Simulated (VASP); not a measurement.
Here is a VASP 6.6.1 calculation.

The input INCAR:

```
SYSTEM = Mo
ALGO = Normal ; EDIFF = 1E-6
ENCUT = 520 ; GGA = CA
ISIF = 2 ; ISMEAR = -1
LASPH = .True. ; LCHARG = .False.
LREAL = .False. ; LWAVE = .False.
NBANDS = 13 ; NELM = 80
PREC = Accurate ; SIGMA = 0.1
```

The input KPOINTS:

```
k-points
0
Gamma
  4 4 4
  0 0 0
```

The input POSCAR:

```
Mo
1.0
   -1.5565618036      1.5565618036      1.5565618036
    1.5565618036     -1.5565618036      1.5565618036
    1.5565618036      1.5565618036     -1.5565618036
Mo
1
Direct
    0.0000000000      0.0000000000      0.0000000000
```

Potentials or basis: VASP PAW LDA potentials, release 64 (Mo_sv).

Launch:

```sh
$ cat potpaw_LDA.64/Mo_sv/POTCAR > POTCAR
$ mpirun -np 1 vasp_std > vasp.out
```

(1) What does it give for the band gap on the k mesh?

(2) What does it give for the pressure?

## Answers

(1) zero (band 7 reaches 17.30 eV, above the bottom of band 8 at 11.63 eV).

(2) 1.8 GPa.

Caveat: the k points lie up to 0.71 Å⁻¹ apart.
